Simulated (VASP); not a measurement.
# MgO (Periclase) in VASP: single point with PBE

Aim: the single point of MgO (Periclase) with PBE.

All numbers are computed with VASP 6.6.1; they aren't measurements. Logs are shortened: lines on timing, memory, paths and dates and some standing lists are left out, and cuts for length are marked.

### Step 1. The cell of the first run

The cell holds a slab with vacuum, 4 atoms: a = 2.982 Å, b = 2.982 Å, c = 18.652 Å, α = 90.00°, β = 90.00°, γ = 60.00°.

### Step 2. Single point, PBE

INCAR

```
ALGO = Normal
DIPOL = 0.5 0.5 0.500
EDIFF = 1E-6
ENCUT = 520
GGA = PE
GGA_COMPAT = False
IDIPOL = 3
ISIF = 2
ISMEAR = 0
LASPH = True
LCHARG = False
LDIPOL = True
LREAL = False
LWAVE = False
NBANDS = 16
NELM = 120
NELMDL = -8
PREC = Accurate
SIGMA = 0.05
```

KPOINTS

```
k-points
0
Gamma
  5 5 1
```

POSCAR

```
MgO
1.0
    2.9818692963      0.0000000000      0.0000000000
    1.4909346481      2.5823745613      0.0000000000
    0.0000000000      0.0000000000     18.6520291278
Mg O
2 2
Direct
    0.0000000000      0.0000000000      0.4021010234
    0.3333333333      0.3333333333      0.5326329922
    0.6666666667      0.6666666667      0.4673670078
    1.0000000000      1.0000000000      0.5978989766
```

Potentials or basis: VASP PAW PBE potentials, release 64 (Mg, O).

Command:

```console
$ cat potpaw_PBE.64/Mg/POTCAR potpaw_PBE.64/O/POTCAR > POTCAR
$ mpirun -np 1 vasp_std > vasp.out
```

OUTCAR:

```text
EDIFF = 1E-6
   ENCUT = 520
   GGA = PE
   ISIF = 2
   ISMEAR = 0
   LASPH = True
   LREAL = False
   NELM = 120
   NELMDL = -8
   PREC = Accurate

 ion  position               nearest neighbor table
   1  0.000  0.000  0.402-   3 2.11   3 2.11   3 2.11   2 2.98   2 2.98   2 2.98
   2  0.333  0.333  0.533-   3 2.11   4 2.11   3 2.11   4 2.11   4 2.11   3 2.11   1 2.98   1 2.98
                             1 2.98
   3  0.667  0.667  0.467-   2 2.11   1 2.11   2 2.11   1 2.11   1 2.11   2 2.11
   4  0.000  0.000  0.598-   2 2.11   2 2.11   2 2.11

  LATTYP: Found a hexagonal cell.
 ALAT       =     2.9818692962
 C/A-ratio  =     6.2551464450

  Lattice vectors:

 A1 = (  -1.4909346481,  -2.5823745613,   0.0000000000)
 A2 = (   2.9818692963,   0.0000000000,   0.0000000000)
 A3 = (   0.0000000000,   0.0000000000,  18.6520291278)

Analysis of symmetry for initial positions (statically):
=====================================================================
 Subroutine PRICEL returns:
 Original cell was already a primitive cell.

 Routine SETGRP: Setting up the symmetry group for a
 hexagonal supercell.

 Subroutine GETGRP returns: Found  6 space group operations
 (whereof  6 operations were pure point group operations)
 out of a pool of 24 trial point group operations.

The static configuration has the point symmetry C_3v.

Analysis of symmetry for dynamics (positions and initial velocities):
=====================================================================
 Subroutine PRICEL returns:
 Original cell was already a primitive cell.

 Routine SETGRP: Setting up the symmetry group for a
 hexagonal supercell.

 Subroutine GETGRP returns: Found  6 space group operations
 (whereof  6 operations were pure point group operations)
 out of a pool of 24 trial point group operations.

The dynamic configuration has the point symmetry C_3v.

 Subroutine INISYM returns: Found  6 space group operations
 (whereof  6 operations are pure point group operations),
 and found     1 'primitive' translations

----------------------------------------------------------------------------------------

                                     Primitive cell

  volume of cell :     143.6263

  direct lattice vectors                    reciprocal lattice vectors
     2.981869296  0.000000000  0.000000000     0.335360105 -0.193620247  0.000000000
     1.490934648  2.582374561  0.000000000     0.000000000  0.387240494  0.000000000
     0.000000000  0.000000000 18.652029128     0.000000000  0.000000000  0.053613470

  length of vectors
     2.981869296  2.981869296 18.652029128     0.387240494  0.387240494  0.053613470

  position of ions in fractional coordinates (direct lattice)
     0.000000000  0.000000000  0.402101023
     0.333333333  0.333333333  0.532632992
     0.666666667  0.666666667  0.467367008
     0.000000000  0.000000000  0.597898977

  ion indices of the primitive-cell ions
   primitive index   ion index
                 1           1
                 2           2
                 3           3
                 4           4

----------------------------------------------------------------------------------------

 KPOINTS: k-points

Automatic generation of k-mesh.
 Grid dimensions read from file:
 generate k-points for:    5    5    1

 Generating k-lattice:

  Cartesian coordinates                     Fractional coordinates (reciprocal lattice)
     0.067072021 -0.038724049  0.000000000     0.200000000  0.000000000  0.000000000
     0.000000000  0.077448099  0.000000000     0.000000000  0.200000000  0.000000000
     0.000000000  0.000000000  0.053613470     0.000000000  0.000000000  1.000000000

  Length of vectors
     0.077448099  0.077448099  0.053613470

  Shift w.r.t. Gamma in fractional coordinates (k-lattice)
     0.000000000  0.000000000  0.000000000

 Subroutine IBZKPT returns following result:
 ===========================================

 Found      5 irreducible k-points:

 Following reciprocal coordinates:
            Coordinates               Weight
  0.000000  0.000000  0.000000      1.000000
  0.200000 -0.000000  0.000000      6.000000
  0.400000 -0.000000  0.000000      6.000000
  0.400000  0.200000  0.000000      6.000000
 -0.400000  0.200000  0.000000      6.000000
   k-points           NKPTS =      5   k-points in BZ     NKDIM =      5   number of bands    NBANDS=     16
   number of dos      NEDOS =    301   number of ions     NIONS =      4
   total plane-waves  NPLWV =  80640
   dimension x,y,z NGX =    24 NGY =   24 NGZ =  140
   dimension x,y,z NGXF=    48 NGYF=   48 NGZF=  280
   ions per type =               2   2
   NGX,Y,Z   is equivalent  to a cutoff of  13.38, 13.38, 12.48 a.u.
   NGXF,Y,Z  is equivalent  to a cutoff of  26.76, 26.76, 24.96 a.u.
 SYSTEM =  unknown system
   PREC   = accura    normal or accurate (medium, high low for compatibility)
   ISTART =      0    job   : 0-new  1-cont  2-samecut
   ICHARG =      2    charge: 1-file 2-atom 10-const
   ISPIN  =      1    spin polarized calculation?
   LNONCOLLINEAR =      F non collinear calculations
   LSORBIT =      F    spin-orbit coupling
   LASPH  =      T    aspherical Exc in radial PAW
   ENCUT  =  520.0 eV  38.22 Ry    6.18 a.u.   5.54  5.54 34.68*2*pi/ulx,y,z
   NELM   =    120;   NELMIN=  2; NELMDL= -8     # of ELM steps
   EDIFF  = 0.1E-05   stopping-criterion for ELM
   LREAL  =      F    real-space projection
   EDIFFG = 0.1E-04   stopping-criterion for IOM
   NSW    =      0    number of steps for IOM
   IBRION =     -1    ionic relax: 0-MD 1-quasi-New 2-CG
   NFREE  =      0    steps in history (QN), initial steepest desc. (CG)
   ISIF   =      2    stress and relaxation
   ISYM   =      2    0-nonsym 1-usesym 2-fastsym
   POTIM  = 0.5000    time-step for ionic-motion
   TEBEG  =    0.0;   TEEND  =   0.0 temperature during run
   PSTRESS=    0.0 pullay stress
   NELECT =      16.0000    total number of electrons
   NUPDOWN=      -1.0000    fix difference up-down
   EMIN   =  10.00;   EMAX   =-10.00  energy-range for DOS
   EFERMI =   0.00;   METHOD = LEGACY
   ISMEAR =     0;   SIGMA  =   0.05  broadening in eV -4-tet -1-fermi 0-gaus
   EFERMI_NEDOS =   21; number of points for ismear=-14 and -15
   IALGO  =     38    algorithm
   IMIX   =      4    mixing-type and parameters
     AMIX     =   0.40;   BMIX     =  1.00
     AMIX_MAG =   1.60;   BMIX_MAG =  1.00
  volume/ion in A,a.u.               =      35.91       242.31
  Fermi-wavevector in a.u.,A,eV,Ry     =   0.787717  1.488569  8.442387  0.620498
  Thomas-Fermi vector in A             =   1.892514
   LORBIT       =      0    0 simple, 1 ext, 2 COOP (PROOUT), +10 PAW based schemes
   GGA     = PE    functional components
   LHFCALC =     F    Hartree Fock is set to
   AEXX    =    0.0000 exact exchange contribution
   IVDW    =     0    specifies the selected vdW correction
   LEPSILON=     F    determine dielectric tensor
   LRPA    =     F    only Hartree local field effects (RPA)
 non-spin polarized calculation
 Gauss-broadening in eV      SIGMA  =   0.05
  energy-cutoff  :      520.00
  volume of cell :      143.63
 maximum number of plane-waves:      3921
 NGX is ok and might be reduce to    24
   NGX = 11   NGY = 11   NGZ = 69

 number of electron      16.0000004 magnetization

 dipolmoment           0.000000      0.000000      0.245310 electrons x Angstroem

 Free energy of the ion-electron system (eV)
  ---------------------------------------------------
  ext. energy  EPLUGINS =         0.00000000
  ---------------------------------------------------
  free energy    TOTEN  =       -18.47971008 eV

  energy without entropy =      -18.46932801  energy(sigma->0) =      -18.47451904

 E-fermi :  -3.8353     XC(G=0):  -4.0424

 val. band max:       -3.8696880299   @ k =   0.4000  -0.0000   0.0000
 cond. band min:      -3.8199692851   @ k =   0.4000   0.2000   0.0000
 fundamental gap:      0.0497187447
 Fermi energy:        -3.8353144595

 k-point     1 :       0.0000    0.0000    0.0000
  band No.  band energies     occupation
      1     -23.2232      2.00000
      2     -19.6328      2.00000
      3     -10.0500      2.00000
      4      -6.8979      2.00000
      5      -6.8979      2.00000
      6      -6.2825      2.00000
      7      -4.4271      2.00000
      8      -3.4042      0.00000
      9      -3.4042      0.00000
     10      -0.9015      0.00000
     11       0.6364      0.00000
     12       2.1975      0.00000
     13       4.1184      0.00000
     14       4.6417      0.00000
     15       6.1548      0.00000
     16       7.2249      0.00000

 k-point     2 :       0.2000   -0.0000    0.0000
  band No.  band energies     occupation
      1     -22.9613      2.00000
      2     -19.4366      2.00000
      3      -9.6078      2.00000
      4      -8.4265      2.00000
      5      -7.1421      2.00000
      6      -5.4522      2.00000
      7      -4.4248      2.00000
      8      -4.2233      2.00000
      9      -3.5885      0.00000
     10       0.0840      0.00000
     11       1.7415      0.00000
     12       3.1153      0.00000
     13       4.3650      0.00000
     14       5.5612      0.00000
     15       5.9771      0.00000
     16       6.9640      0.00000

 k-point     3 :       0.4000   -0.0000    0.0000
  band No.  band energies     occupation
      1     -22.4930      2.00000
      2     -19.0937      2.00000
      3     -10.1958      2.00000
      4      -8.7174      2.00000
      5      -7.5050      2.00000
      6      -5.7548      2.00000
      7      -4.2339      2.00000
      8      -3.8697      1.66906
      9      -3.2838      0.00000
     10       0.2184      0.00000
     11       2.5525      0.00000
     12       3.7402      0.00000
     13       4.8495      0.00000
     14       5.9265      0.00000
     15       6.6020      0.00000
     16       7.2146      0.00000

 k-point     4 :       0.4000    0.2000    0.0000
  band No.  band energies     occupation
      1     -22.5903      2.00000
      2     -19.1625      2.00000
      3      -9.6262      2.00000
      4      -8.8659      2.00000
      5      -7.9105      2.00000
      6      -5.3150      2.00000
      7      -4.2567      2.00000
      8      -4.1695      2.00000
      9      -3.8200      0.66427
     10       1.3965      0.00000
     11       2.8281      0.00000
     12       3.6484      0.00000
     13       4.3062      0.00000
     14       4.7761      0.00000
     15       6.2111      0.00000
     16       6.9054      0.00000

 k-point     5 :      -0.4000    0.2000    0.0000
  band No.  band energies     occupation
      1     -22.3428      2.00000
      2     -18.9815      2.00000
      3     -10.0730      2.00000
      4      -8.5531      2.00000
      5      -8.4576      2.00000
      6      -5.6535      2.00000
      7      -4.5870      2.00000
      8      -4.0945      2.00000
      9      -1.7234      0.00000
     10      -0.5175      0.00000
     11       2.5395      0.00000
     12       4.5544      0.00000
     13       5.3940      0.00000
     14       5.7602      0.00000
     15       6.5221      0.00000
     16       7.1403      0.00000

------------------------ aborting loop because EDIFF is reached ----------------------------------------

 vacuum level on the upper side and lower side of the slab       (xc-potential included)         2.780        -2.814

  FORCE on cell =-STRESS in cart. coord.  units (eV):
  Direction    XX          YY          ZZ          XY          YZ          ZX
  --------------------------------------------------------------------------------------
  -------------------------------------------------------------------------------------
  Total        0.9436887      0.9436887     -1.1659389     -0.0000000      0.0000000     -0.0000000
  in kB       10.5270195     10.5270195    -13.0062606     -0.0000000      0.0000000     -0.0000000
  external PRESSURE =       2.6825928 kB  Pullay stress =       0.0000000 kB

 VOLUME and BASIS-vectors are now :
 -----------------------------------------------------------------------------
  energy-cutoff  :      520.00
  volume of cell :      143.63
      direct lattice vectors                 reciprocal lattice vectors
     2.981869296  0.000000000  0.000000000     0.335360105 -0.193620247  0.000000000
     1.490934648  2.582374561  0.000000000     0.000000000  0.387240494  0.000000000
     0.000000000  0.000000000 18.652029128     0.000000000  0.000000000  0.053613470

 POSITION                                       TOTAL-FORCE (eV/Angst)
 -----------------------------------------------------------------------------------
      0.00000      0.00000      7.50000         0.000000      0.000000      0.693512
      1.49093      0.86079      9.93469         0.000000      0.000000      3.057803
      2.98187      1.72158      8.71734        -0.000000     -0.000000     -2.092803
      0.00000      0.00000     11.15203         0.000000     -0.000000     -1.658511
 -----------------------------------------------------------------------------------
    total drift:                               -0.000000     -0.000000      0.000169

  FREE ENERGIE OF THE ION-ELECTRON SYSTEM (eV)
  ---------------------------------------------------
  free  energy   TOTEN  =       -18.4797100818 eV

  energy  without entropy=      -18.4693280081  energy(sigma->0) =      -18.47451904

 vacuum level on the upper side and lower side of the slab         6.142         0.379
```

Run time: 22 s. Hardware: 1 thread of Intel Xeon 6975P-C (Granite Rapids), shared host; peak memory 0.25 GiB.

What came out:

```yaml
Free_energy: -18.4797 eV
Largest_force: 3.058 eV/Å
Band_gap_on_the_k_mesh: zero (band 8 reaches -3.40 eV, above the bottom of band 9 at -3.82 eV)
```

Forces on the atoms (eV/Å):
```
Mg   0.000  0.000  0.694
Mg   0.000  0.000  3.058
O    0.000  0.000 -2.093
O    0.000  0.000 -1.659
```

Levels at points of the mesh, in eV from the Fermi level:
```tsv
k point	band 4	band 5	band 6	band 7	band 8	band 9	band 10	band 11	band 12	band 13
(0.00, 0.00, 0.00)	-3.06	-3.06	-2.45	-0.59	0.43	0.43	2.93	4.47	6.03	7.95
```

Caveat: the k points lie up to 0.49 Å⁻¹ apart.
